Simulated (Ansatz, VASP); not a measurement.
**TiTe2: VASP beside Ansatz**

```
Ti Te
1.0
     3.77700    0.00000    0.00000
    -1.88850    3.27098    0.00000
     0.00000    0.00000    6.49800
Ti Te
1 2
Direct
  0.00000 0.00000 0.00000
  0.66667 0.33333 0.26280
  0.33333 0.66667 0.73720
```

Alike in both runs: task single point; functional PBE; k mesh 10 × 10 × 5; no spin polarisation.

|  | VASP | Ansatz |
| --- | --- | --- |
| version | VASP 6.6.1 | Ansatz 0.2.0 |
| potentials or method | VASP PAW PBE potentials, release 64 (Ti_sv, Te), cutoff 520 eV | plane waves, PAW |
| occupations | fermi-dirac, width 0.1 eV | fermi-dirac |
| valence electrons in the cell | 24 | 44 |

|  | VASP | Ansatz | Ansatz less VASP |
| --- | --- | --- | --- |
| pressure (GPa) | 0.9 | 0.9 | +0.01 |
| traceless stress, the component that is largest in VASP (GPa) | 0.60 | 0.60 | -0.006 |

VASP's potentials hold 24 valence electrons a cell and Ansatz's 44, so a difference there can come from the potentials and not from the codes. Ansatz's warnings: stress scf threshold loose.

Spin-orbit coupling is off throughout.
